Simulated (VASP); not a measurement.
# Y3S (I4/mmm) in VASP: single point with PBE

Aim: the single point of Y3S with PBE.

All numbers are computed with VASP 6.6.1; they aren't measurements. Logs are shortened: lines on timing, memory, paths and dates and some standing lists are left out, and cuts for length are marked.

## Step 1: The cell of the first run

It takes space group I4/mmm (No. 139, tetragonal). Conventional cell: a = 4.423 Å, b = 4.423 Å, c = 10.714 Å, α = 90.00°, β = 90.00°, γ = 90.00°. Y (site symmetry 4/mmm) has 4 S at 3.13 Å and 8 Y at 3.47 Å within 4.1 Å. Within 4.1 Å of Y (site symmetry -4m2) lie 8 Y at 3.13 to 3.47 Å and 4 S at 3.47 Å. Within 4.1 Å of S (site symmetry 4/mmm) lie 12 Y at 3.13 to 3.47 Å.

## Step 2: Single point, PBE

The input, INCAR:

```
ALGO = Normal
EDIFF = 1E-6
ENCUT = 520
GGA = PE
ISIF = 2
ISMEAR = 0
LASPH = True
LCHARG = False
LREAL = False
LWAVE = False
NBANDS = 28
NELM = 100
PREC = Accurate
SIGMA = 0.1
```

The input, KPOINTS:

```
k-points
0
Gamma
  14 14 14
```

The input, POSCAR:

```
Y3S
1.0
   -2.2114366930      2.2114366930      5.3567980709
    2.2114366930     -2.2114366930      5.3567980709
    2.2114366930      2.2114366930     -5.3567980709
Y S
3 1
Direct
    0.5000000000      0.5000000000      0.0000000000
    0.2500000000      0.7500000000      0.5000000000
    0.7500000000      0.2500000000      0.5000000000
    0.0000000000      0.0000000000      0.0000000000
```

Potentials or basis: VASP PAW PBE potentials, release 64 (Y_sv, S).

Command:

```
$ cat potpaw_PBE.64/Y_sv/POTCAR potpaw_PBE.64/S/POTCAR > POTCAR
$ mpirun -np 1 vasp_std > vasp.out
```

OUTCAR:

```text
EDIFF = 1E-6
   ENCUT = 520
   GGA = PE
   ISIF = 2
   ISMEAR = 0
   LASPH = True
   LREAL = False
   NELM = 100
   PREC = Accurate

 ion  position               nearest neighbor table
   1  0.500  0.500  0.000-   4 3.13   4 3.13   4 3.13   4 3.13   3 3.47   2 3.47   3 3.47   2 3.47
                             2 3.47   2 3.47   3 3.47   3 3.47
   2  0.250  0.750  0.500-   3 3.13   3 3.13   3 3.13   3 3.13   4 3.47   1 3.47   4 3.47   1 3.47
                             4 3.47   4 3.47   1 3.47   1 3.47
   3  0.750  0.250  0.500-   2 3.13   2 3.13   2 3.13   2 3.13   4 3.47   1 3.47   4 3.47   1 3.47
                             1 3.47   1 3.47   4 3.47   4 3.47
   4  0.000  0.000  0.000-   1 3.13   1 3.13   1 3.13   1 3.13   3 3.47   2 3.47   3 3.47   2 3.47
                             3 3.47   3 3.47   2 3.47   2 3.47

  LATTYP: Found a body centered tetragonal cell.
 ALAT       =     4.4228733860
 C/A-ratio  =     2.4223158130

  Lattice vectors:

 A1 = (  -2.2114366930,   2.2114366930,   5.3567980709)
 A2 = (   2.2114366930,  -2.2114366930,   5.3567980709)
 A3 = (   2.2114366930,   2.2114366930,  -5.3567980709)

Analysis of symmetry for initial positions (statically):
=====================================================================
 Subroutine PRICEL returns:
 Original cell was already a primitive cell.

 Routine SETGRP: Setting up the symmetry group for a
 body centered tetragonal supercell.

 Subroutine GETGRP returns: Found 16 space group operations
 (whereof 16 operations were pure point group operations)
 out of a pool of 16 trial point group operations.

The static configuration has the point symmetry D_4h.

Analysis of symmetry for dynamics (positions and initial velocities):
=====================================================================
 Subroutine PRICEL returns:
 Original cell was already a primitive cell.

 Routine SETGRP: Setting up the symmetry group for a
 body centered tetragonal supercell.

 Subroutine GETGRP returns: Found 16 space group operations
 (whereof 16 operations were pure point group operations)
 out of a pool of 16 trial point group operations.

The dynamic configuration has the point symmetry D_4h.

 Subroutine INISYM returns: Found 16 space group operations
 (whereof 16 operations are pure point group operations),
 and found     1 'primitive' translations

[... 91 lines left out ...]
   ICHARG =      2    charge: 1-file 2-atom 10-const
   ISPIN  =      1    spin polarized calculation?
   LNONCOLLINEAR =      F non collinear calculations
   LSORBIT =      F    spin-orbit coupling
   LASPH  =      T    aspherical Exc in radial PAW
   ENCUT  =  520.0 eV  38.22 Ry    6.18 a.u.  11.53 11.53 11.53*2*pi/ulx,y,z
   NELM   =    100;   NELMIN=  2; NELMDL= -5     # of ELM steps
   EDIFF  = 0.1E-05   stopping-criterion for ELM
   LREAL  =      F    real-space projection
[... 7 lines left out ...]
   TEBEG  =    0.0;   TEEND  =   0.0 temperature during run
   PSTRESS=    0.0 pullay stress
   NELECT =      39.0000    total number of electrons
   NUPDOWN=      -1.0000    fix difference up-down
   EMIN   =  10.00;   EMAX   =-10.00  energy-range for DOS
   EFERMI =   0.00;   METHOD = LEGACY
   ISMEAR =     0;   SIGMA  =   0.10  broadening in eV -4-tet -1-fermi 0-gaus
   EFERMI_NEDOS =   21; number of points for ismear=-14 and -15
   IALGO  =     38    algorithm
   IMIX   =      4    mixing-type and parameters
     AMIX     =   0.40;   BMIX     =  1.00
     AMIX_MAG =   1.60;   BMIX_MAG =  1.00
  volume/ion in A,a.u.               =      26.20       176.79
  Fermi-wavevector in a.u.,A,eV,Ry     =   1.177583  2.225310 18.867229  1.386702
  Thomas-Fermi vector in A             =   2.313927
   LORBIT       =      0    0 simple, 1 ext, 2 COOP (PROOUT), +10 PAW based schemes
   GGA     = PE    functional components
   LHFCALC =     F    Hartree Fock is set to
   AEXX    =    0.0000 exact exchange contribution
   IVDW    =     0    specifies the selected vdW correction
   LEPSILON=     F    determine dielectric tensor
   LRPA    =     F    only Hartree local field effects (RPA)
 non-spin polarized calculation
 Gauss-broadening in eV      SIGMA  =   0.10
  energy-cutoff  :      520.00
  volume of cell :      104.79
 maximum number of plane-waves:      2863
 NGX is ok and might be reduce to    48
   NGX = 23   NGY = 23   NGZ = 23

 number of electron      39.0000000 magnetization

 Free energy of the ion-electron system (eV)
  ---------------------------------------------------
  ext. energy  EPLUGINS =         0.00000000
  ---------------------------------------------------
  free energy    TOTEN  =       -24.52663861 eV

  energy without entropy =      -24.49371333  energy(sigma->0) =      -24.51017597

 E-fermi :   4.5872     XC(G=0):  -9.9508

 val. band max:        4.5867234745   @ k =  -0.2143   0.2857   0.0714
 cond. band min:       4.5874166316   @ k =  -0.3571   0.5000   0.2143
 fundamental gap:      0.0006931571
 Fermi energy:         4.5872046581

 k-point     1 :       0.0000    0.0000    0.0000
  band No.  band energies     occupation
      1     -38.3786      2.00000
      2     -38.1382      2.00000
      3     -37.9346      2.00000
      4     -18.5785      2.00000
      5     -18.4777      2.00000
      6     -18.4777      2.00000
[... 733 lines left out ...]
     27       7.4797      0.00000
     28       7.6376      0.00000

 [... further k-points ...]

------------------------ aborting loop because EDIFF is reached ----------------------------------------

  FORCE on cell =-STRESS in cart. coord.  units (eV):
  Direction    XX          YY          ZZ          XY          YZ          ZX
  --------------------------------------------------------------------------------------
  -------------------------------------------------------------------------------------
  Total       -0.0518875     -0.0518875     -0.0655252      0.0000000      0.0000000      0.0000000
  in kB       -0.7933387     -0.7933387     -1.0018551      0.0000000      0.0000000      0.0000000
  external PRESSURE =      -0.8628441 kB  Pullay stress =       0.0000000 kB

 VOLUME and BASIS-vectors are now :
 -----------------------------------------------------------------------------
  energy-cutoff  :      520.00
  volume of cell :      104.79
      direct lattice vectors                 reciprocal lattice vectors
    -2.211436693  2.211436693  5.356798071     0.000000000  0.226097361  0.093339341
     2.211436693 -2.211436693  5.356798071     0.226097361  0.000000000  0.093339341
     2.211436693  2.211436693 -5.356798071     0.226097361  0.226097361  0.000000000

 POSITION                                       TOTAL-FORCE (eV/Angst)
 -----------------------------------------------------------------------------------
      0.00000      0.00000      5.35680         0.000000      0.000000      0.000000
      2.21144     -0.00000      2.67840         0.000000     -0.000000      0.000000
     -0.00000      2.21144      2.67840        -0.000000      0.000000     -0.000000
      0.00000      0.00000      0.00000         0.000000      0.000000      0.000000
 -----------------------------------------------------------------------------------
    total drift:                                0.000000     -0.000000      0.000000

  FREE ENERGIE OF THE ION-ELECTRON SYSTEM (eV)
  ---------------------------------------------------
  free  energy   TOTEN  =       -24.5266386122 eV

  energy  without entropy=      -24.4937133296  energy(sigma->0) =      -24.51017597
```

OSZICAR:

```text
N       E                     dE             d eps       ncg     rms          rms(c)
DAV:   1     0.195194534085E+03    0.19519E+03   -0.18939E+04 13664   0.130E+03
DAV:   2    -0.563248839777E+01   -0.20083E+03   -0.19556E+03 15780   0.315E+02
DAV:   3    -0.243727404386E+02   -0.18740E+02   -0.18327E+02 22780   0.572E+01
DAV:   4    -0.254075522813E+02   -0.10348E+01   -0.10304E+01 19472   0.139E+01
DAV:   5    -0.254312987505E+02   -0.23746E-01   -0.23732E-01 19584   0.202E+00    0.385E+01
DAV:   6    -0.246342958149E+02    0.79700E+00   -0.18253E+00 17508   0.585E+00    0.236E+01
DAV:   7    -0.245227433520E+02    0.11155E+00   -0.11484E+00 17496   0.505E+00    0.367E+00
DAV:   8    -0.245312808068E+02   -0.85375E-02   -0.17438E-01 18788   0.166E+00    0.155E+00
DAV:   9    -0.245263353366E+02    0.49455E-02   -0.24880E-02 15520   0.836E-01    0.624E-01
DAV:  10    -0.245266606225E+02   -0.32529E-03   -0.40456E-03 17276   0.400E-01    0.120E-01
DAV:  11    -0.245266343788E+02    0.26244E-04   -0.24506E-04 19188   0.830E-02    0.421E-02
DAV:  12    -0.245266380994E+02   -0.37206E-05   -0.28691E-05 17760   0.346E-02    0.155E-02
DAV:  13    -0.245266386122E+02   -0.51275E-06   -0.15590E-06 13100   0.606E-03
   1 F= -.24526639E+02 E0= -.24510176E+02  d E =-.329253E-01
```

Run time: 12 min. Hardware: 1 thread of Intel Xeon Platinum 8488C (Sapphire Rapids), shared host; peak memory 0.8 GiB.

Results:

| Property | Result |
| --- | --- |
| Free energy | -24.5266 eV |
| Pressure | -0.1 GPa |
| Band gap on the k mesh | zero (an odd number of electrons rules out a gap without spin polarisation) |
